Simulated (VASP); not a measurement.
# TiCo (Pm-3m) in VASP: single point with PBEsol

Aim: the single point of TiCo with PBEsol.

Program: VASP 6.6.1. These are calculated values, not measurements. Logs are shortened: lines on timing, memory, paths and dates and some standing lists are left out, and cuts for length are marked.

### Step 1. The cell of the first run

The structure is cubic, space group Pm-3m (No. 221). The conventional cell has a = 2.837 Å, b = 2.837 Å, c = 2.837 Å, α = 90.00°, β = 90.00°, γ = 90.00°. Within 3.2 Å of Ti (site symmetry m-3m) lie 8 Co at 2.46 Å and 6 Ti at 2.84 Å. Within 3.2 Å of Co (site symmetry m-3m) lie 8 Ti at 2.46 Å and 6 Co at 2.84 Å.

### Step 2. Single point, PBEsol, collinear spin, ferromagnetic start (strain -0.050 along x and y, -0.050 along z)

File INCAR:

```
PREC = Accurate ; ENCUT = 520
EDIFF = 1E-7 ; ISMEAR = 0
SIGMA = 0.15 ; LREAL = False
LASPH = True ; NELM = 150
ALGO = Normal ; ISIF = 2
LWAVE = False ; LCHARG = True
ISPIN = 2 ; MAGMOM = 0 0.4
LORBIT = 11 ; LMAXMIX = 4
GGA = PS ; LELF = True
LVHAR = True ; NBANDS = 22
```

File KPOINTS:

```
regular mesh
0
Gamma
  16 16 16
```

File POSCAR:

```
TiCo
1.0
    2.8368054405      0.0000000000      0.0000000000
    0.0000000000      2.8368054405      0.0000000000
    0.0000000000      0.0000000000      2.8368054405
Ti Co
1 1
Direct
    0.0000000000      0.0000000000      0.0000000000
    0.5000000000      0.5000000000      0.5000000000
```

Potentials or basis: VASP PAW PBE potentials, release 64 (Ti_sv, Co).

Run with:

```sh
> cat potpaw_PBE.64/Ti_sv/POTCAR potpaw_PBE.64/Co/POTCAR > POTCAR
> mpirun -np 1 vasp_std > vasp.out
```

OUTCAR:

```text
PREC = Accurate
   ENCUT = 520
   EDIFF = 1E-7
   ISMEAR = 0
   LREAL = False
   LASPH = True
   NELM = 150
   ISIF = 2
   ISPIN = 2
   LORBIT = 11
   GGA = PS

 ion  position               nearest neighbor table
   1  0.000  0.000  0.000-   2 2.46   2 2.46   2 2.46   2 2.46   2 2.46   2 2.46   2 2.46   2 2.46

   2  0.500  0.500  0.500-   1 2.46   1 2.46   1 2.46   1 2.46   1 2.46   1 2.46   1 2.46   1 2.46

  LATTYP: Found a simple cubic cell.
 ALAT       =     2.8368054405

  Lattice vectors:

 A1 = (   2.8368054405,   0.0000000000,   0.0000000000)
 A2 = (   0.0000000000,   2.8368054405,   0.0000000000)
 A3 = (   0.0000000000,   0.0000000000,   2.8368054405)

Analysis of symmetry for initial positions (statically):
=====================================================================
 Subroutine PRICEL returns:
 Original cell was already a primitive cell.

 Routine SETGRP: Setting up the symmetry group for a
 simple cubic supercell.

 Subroutine GETGRP returns: Found 48 space group operations
 (whereof 48 operations were pure point group operations)
 out of a pool of 48 trial point group operations.

The static configuration has the point symmetry O_h .

Analysis of symmetry for dynamics (positions and initial velocities):
=====================================================================
 Subroutine PRICEL returns:
 Original cell was already a primitive cell.

 Routine SETGRP: Setting up the symmetry group for a
 simple cubic supercell.

 Subroutine GETGRP returns: Found 48 space group operations
 (whereof 48 operations were pure point group operations)
 out of a pool of 48 trial point group operations.

The dynamic configuration has the point symmetry O_h .

Analysis of structural, dynamic, and magnetic symmetry:
=====================================================================
 Subroutine PRICEL returns:
 Original cell was already a primitive cell.

 Routine SETGRP: Setting up the symmetry group for a
 simple cubic supercell.

 Subroutine GETGRP returns: Found 48 space group operations
 (whereof 48 operations were pure point group operations)
 out of a pool of 48 trial point group operations.

The overall configuration has the point symmetry O_h .

 Subroutine INISYM returns: Found 48 space group operations
 (whereof 48 operations are pure point group operations),
 and found     1 'primitive' translations

----------------------------------------------------------------------------------------

                                     Primitive cell

  volume of cell :      22.8291

  direct lattice vectors                    reciprocal lattice vectors
     2.836805441  0.000000000  0.000000000     0.352509194  0.000000000  0.000000000
     0.000000000  2.836805441  0.000000000     0.000000000  0.352509194  0.000000000
     0.000000000  0.000000000  2.836805441     0.000000000  0.000000000  0.352509194

  length of vectors
     2.836805441  2.836805441  2.836805441     0.352509194  0.352509194  0.352509194

  position of ions in fractional coordinates (direct lattice)
     0.000000000  0.000000000  0.000000000
     0.500000000  0.500000000  0.500000000

  ion indices of the primitive-cell ions
   primitive index   ion index
                 1           1
                 2           2

----------------------------------------------------------------------------------------

 KPOINTS: regular mesh

Automatic generation of k-mesh.
 Grid dimensions read from file:
 generate k-points for:   16   16   16

 Generating k-lattice:

  Cartesian coordinates                     Fractional coordinates (reciprocal lattice)
     0.022031825  0.000000000  0.000000000     0.062500000  0.000000000  0.000000000
     0.000000000  0.022031825  0.000000000     0.000000000  0.062500000  0.000000000
     0.000000000  0.000000000  0.022031825     0.000000000  0.000000000  0.062500000

  Length of vectors
     0.022031825  0.022031825  0.022031825

  Shift w.r.t. Gamma in fractional coordinates (k-lattice)
     0.000000000  0.000000000  0.000000000

 Subroutine IBZKPT returns following result:
 ===========================================

 Found    165 irreducible k-points:

 Following reciprocal coordinates:
            Coordinates               Weight
  0.000000  0.000000  0.000000      1.000000
  0.062500  0.000000  0.000000      6.000000
  0.125000  0.000000  0.000000      6.000000
  0.187500  0.000000  0.000000      6.000000
  0.250000  0.000000  0.000000      6.000000
  0.312500  0.000000  0.000000      6.000000
[... 16 lines left out ...]
  0.437500  0.125000  0.000000     24.000000
  0.500000  0.125000  0.000000     12.000000
 [... further k-points ...]
   k-points           NKPTS =    165   k-points in BZ     NKDIM =    165   number of bands    NBANDS=     22
   number of dos      NEDOS =    301   number of ions     NIONS =      2
   total plane-waves  NPLWV =  13824
   dimension x,y,z NGX =    24 NGY =   24 NGZ =   24
   dimension x,y,z NGXF=    48 NGYF=   48 NGZF=   48
   ions per type =               1   1
   NGX,Y,Z   is equivalent  to a cutoff of  14.06, 14.06, 14.06 a.u.
   NGXF,Y,Z  is equivalent  to a cutoff of  28.13, 28.13, 28.13 a.u.
 SYSTEM =  unknown system
   PREC   = accura    normal or accurate (medium, high low for compatibility)
   ISTART =      0    job   : 0-new  1-cont  2-samecut
   ICHARG =      2    charge: 1-file 2-atom 10-const
   ISPIN  =      2    spin polarized calculation?
   LNONCOLLINEAR =      F non collinear calculations
   LSORBIT =      F    spin-orbit coupling
   LASPH  =      T    aspherical Exc in radial PAW
   ENCUT  =  520.0 eV  38.22 Ry    6.18 a.u.   5.27  5.27  5.27*2*pi/ulx,y,z
   NELM   =    150;   NELMIN=  2; NELMDL= -5     # of ELM steps
   EDIFF  = 0.1E-06   stopping-criterion for ELM
   LREAL  =      F    real-space projection
   EDIFFG = 0.1E-05   stopping-criterion for IOM
   NSW    =      0    number of steps for IOM
   IBRION =     -1    ionic relax: 0-MD 1-quasi-New 2-CG
   NFREE  =      0    steps in history (QN), initial steepest desc. (CG)
   ISIF   =      2    stress and relaxation
   ISYM   =      2    0-nonsym 1-usesym 2-fastsym
   POTIM  = 0.5000    time-step for ionic-motion
   TEBEG  =    0.0;   TEEND  =   0.0 temperature during run
   PSTRESS=    0.0 pullay stress
   NELECT =      21.0000    total number of electrons
   NUPDOWN=      -1.0000    fix difference up-down
   EMIN   =  10.00;   EMAX   =-10.00  energy-range for DOS
   EFERMI =   0.00;   METHOD = LEGACY
   ISMEAR =     0;   SIGMA  =   0.15  broadening in eV -4-tet -1-fermi 0-gaus
   EFERMI_NEDOS =   21; number of points for ismear=-14 and -15
   IALGO  =     38    algorithm
   IMIX   =      4    mixing-type and parameters
     AMIX     =   0.40;   BMIX     =  1.00
     AMIX_MAG =   1.60;   BMIX_MAG =  1.00
  volume/ion in A,a.u.               =      11.41        77.03
  Fermi-wavevector in a.u.,A,eV,Ry     =   1.592154  3.008735 34.490144  2.534954
  Thomas-Fermi vector in A             =   2.690583
   LORBIT       =     11    0 simple, 1 ext, 2 COOP (PROOUT), +10 PAW based schemes
   GGA     = PS    functional components
   LHFCALC =     F    Hartree Fock is set to
   AEXX    =    0.0000 exact exchange contribution
   IVDW    =     0    specifies the selected vdW correction
   LEPSILON=     F    determine dielectric tensor
   LRPA    =     F    only Hartree local field effects (RPA)
 spin polarized calculation
 Gauss-broadening in eV      SIGMA  =   0.15
  energy-cutoff  :      520.00
  volume of cell :       22.83
 maximum number of plane-waves:       628
 NGX is ok and might be reduce to    24
   NGX = 11   NGY = 11   NGZ = 11

 number of electron      20.9999992 magnetization       0.0017370

 Free energy of the ion-electron system (eV)
  ---------------------------------------------------
  ext. energy  EPLUGINS =         0.00000000
  ---------------------------------------------------
  free energy    TOTEN  =       -16.74843195 eV

  energy without entropy =      -16.71922982  energy(sigma->0) =      -16.73383088

 E-fermi :  11.9019     XC(G=0): -13.5839

 val. band max:       11.8930764413   @ k =   0.4375   0.3125   0.1250
 cond. band min:      11.9056998845   @ k =   0.4375   0.3125   0.0625
 fundamental gap:      0.0126234432
 Fermi energy:        11.9018637929

 spin component 1

 k-point     1 :       0.0000    0.0000    0.0000
  band No.  band energies     occupation
      1     -44.8218      1.00000
      2     -20.9509      1.00000
      3     -20.9509      1.00000
      4     -20.9509      1.00000
      5       3.5898      1.00000
      6       7.2238      1.00000
[... 14 lines left out ...]
     21      34.0203      0.00000
     22      34.0203      0.00000

 k-point     2 :       0.0625    0.0000    0.0000
  band No.  band energies     occupation
      1     -44.8194      1.00000
      2     -20.9713      1.00000
      3     -20.9495      1.00000
      4     -20.9495      1.00000
      5       3.6798      1.00000
      6       7.2653      1.00000
[... 542 lines left out ...]
 k-point    24 :       0.5000    0.1250    0.0000
  band No.  band energies     occupation
      1     -44.7507      1.00000
      2     -21.4564      1.00000
      3     -20.9849      1.00000
      4     -20.9080      1.00000
      5       7.5200      1.00000
      6       7.8529      1.00000
[... 14 lines left out ...]
     21      30.7380      0.00000
     22      32.1127      0.00000

 [... further k-points ...]

 spin component 2

 k-point     1 :       0.0000    0.0000    0.0000
  band No.  band energies     occupation
      1     -44.8217      1.00000
      2     -20.9508      1.00000
      3     -20.9508      1.00000
      4     -20.9508      1.00000
      5       3.5899      1.00000
      6       7.2249      1.00000
[... 14 lines left out ...]
     21      34.0203      0.00000
     22      34.0203      0.00000

 k-point     2 :       0.0625    0.0000    0.0000
  band No.  band energies     occupation
      1     -44.8193      1.00000
      2     -20.9712      1.00000
      3     -20.9494      1.00000
      4     -20.9494      1.00000
      5       3.6799      1.00000
      6       7.2664      1.00000
[... 542 lines left out ...]
 k-point    24 :       0.5000    0.1250    0.0000
  band No.  band energies     occupation
      1     -44.7506      1.00000
      2     -21.4563      1.00000
      3     -20.9848      1.00000
      4     -20.9079      1.00000
      5       7.5207      1.00000
      6       7.8530      1.00000
[... 14 lines left out ...]
     21      30.7382      0.00000
     22      32.1126      0.00000

 [... further k-points ...]
[... 5 lines left out ...]
  --------------------------------------------------------------------------------------
  -------------------------------------------------------------------------------------
  Total        3.3244868      3.3244868      3.3244868     -0.0000000     -0.0000000      0.0000000
  in kB      233.3170864    233.3170864    233.3170864     -0.0000000     -0.0000000      0.0000000
  external PRESSURE =     233.3170864 kB  Pullay stress =       0.0000000 kB

 VOLUME and BASIS-vectors are now :
 -----------------------------------------------------------------------------
  energy-cutoff  :      520.00
  volume of cell :       22.83
      direct lattice vectors                 reciprocal lattice vectors
     2.836805441  0.000000000  0.000000000     0.352509194  0.000000000  0.000000000
     0.000000000  2.836805441  0.000000000     0.000000000  0.352509194  0.000000000
     0.000000000  0.000000000  2.836805441     0.000000000  0.000000000  0.352509194

 POSITION                                       TOTAL-FORCE (eV/Angst)
 -----------------------------------------------------------------------------------
      0.00000      0.00000      0.00000         0.000000      0.000000      0.000000
      1.41840      1.41840      1.41840         0.000000      0.000000      0.000000
 -----------------------------------------------------------------------------------
    total drift:                                0.000000      0.000000     -0.000000

  FREE ENERGIE OF THE ION-ELECTRON SYSTEM (eV)
  ---------------------------------------------------
  free  energy   TOTEN  =       -16.7484319455 eV

  energy  without entropy=      -16.7192298170  energy(sigma->0) =      -16.73383088

 total charge

# of ion       s       p       d       tot
------------------------------------------
    1        2.288   6.238   2.018  10.544
    2        0.588   0.547   7.452   8.587
--------------------------------------------------
tot          2.876   6.785   9.470  19.131

 magnetization (x)

# of ion       s       p       d       tot
------------------------------------------
    1       -0.000  -0.000   0.000   0.000
    2        0.000   0.000   0.002   0.002
--------------------------------------------------
tot          0.000  -0.000   0.002   0.002
```

Wall time 4.3 min (1 thread of Intel Xeon Platinum 8375C at 2.90GHz (Ice Lake), shared host); peak memory 0.25 GiB.

What came out:

* Free energy: -16.7484 eV
* Pressure: 23.3 GPa
* Net moment: 0.00 μB per cell
* Valence electrons inside the program's atomic spheres: Ti 10.54; Co 8.59

Caveat: the cell differs from its parent crystal (strain -0.050 along x and y, -0.050 along z); the cell stands under pressure; the PAW data sets were made with another functional, which shifts forces and pressure a little.
